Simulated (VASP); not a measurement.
SnTe:

```
CELL_PARAMETERS angstrom
0.00000 3.15085 3.15085
3.15085 0.00000 3.15085
3.15085 3.15085 0.00000
ATOMIC_POSITIONS crystal
Te 0.50000 0.50000 0.50000
Sn 0.00000 0.00000 0.00000
```

```yaml
Program: VASP 6.6.1
Task: relaxation of cell and atoms
Functional: LDA
Potentials_or_basis: VASP PAW LDA potentials, release 64 (Te, Sn_d)
Cutoff: 600 eV
k_mesh: 7 × 7 × 7
Occupations: fermi-dirac, width 0.05 eV
Spin: no spin polarisation
```

At the start: pressure -1.5 GPa; volume 31.28 Å³/atom.

Problem. Where does the relaxation end?

Solution. Over 3 steps the energy falls by 4.7 meV/atom and the volume is 30.30 Å³/atom (-3.1 %); space group Fm-3m (No. 225, to 0.1 Å) before and after.

Step by step:
```csv
step,energy change (eV),largest force (eV/Å),pressure (GPa),volume (Å³)
1,0.0000,0.0000,-1.52,62.56
2,-0.0082,0.0000,0.58,59.92
3,-0.0094,0.0000,0.00,60.61
```

Final structure:
```xyz
2
Lattice="0.0000 3.1176 3.1176 3.1176 0.0000 3.1176 3.1176 3.1176 0.0000" Properties=species:S:1:pos:R:3 pbc="T T T"
Te    3.1176    3.1176    3.1176
Sn    0.0000    0.0000    0.0000
```
